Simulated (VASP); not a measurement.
Wanted: the native input for a VASP 6.6.1 run.

- Task: relaxation of the atoms
- Functional: PBE
- Potentials or basis: VASP PAW PBE potentials, release 64 (Mg, S)
- Cutoff: 520 eV
- k mesh: 9 × 9 × 9
- Occupations: fermi-dirac, width 0.02 eV
- Spin: no spin polarisation
- Dipole correction: no
- Further INCAR settings: ALGO = Normal; EDIFF = 1e-06; IBRION = 2; EDIFFG = -0.02; NSW = 80

The structure of MgS (Niningerite) lies in POSCAR:

```
MgS
1.0
    0.0000000000      2.6016500000      2.6016500000
    2.6016500000      0.0000000000      2.6016500000
    2.6016500000      2.6016500000      0.0000000000
Mg S
1 1
Direct
    0.0000000000      0.0000000000      0.0000000000
    0.5000000000      0.5000000000      0.5000000000
```

One way to write it, as run:

INCAR

```
ALGO = Normal
EDIFF = 1E-6
EDIFFG = -0.02
ENCUT = 520
GGA = PE
IBRION = 2
ISIF = 2
ISMEAR = -1
LASPH = True
LCHARG = False
LREAL = False
LWAVE = False
NELM = 60
NSW = 80
PREC = Accurate
SIGMA = 0.02
```

KPOINTS

```
k-points
0
Gamma
  9 9 9
```

Potentials or basis: VASP PAW PBE potentials, release 64 (Mg, S).

Run with:

```console
$ cat potpaw_PBE.64/Mg/POTCAR potpaw_PBE.64/S/POTCAR > POTCAR
$ mpirun -np 1 vasp_std > vasp.out
```

It gave:

```
Pressure after relaxing : 0.9 GPa
Band gap on the k mesh  : 2.91 eV, indirect (least direct gap 3.71 eV)
```

Caveat: the relaxation stopped at its first step, so nothing moved.

Run time: 8.1 s on 1 thread of Intel(R) Xeon(R) 6975P-C (Granite Rapids) (shared host), peak memory 0.15 GiB.
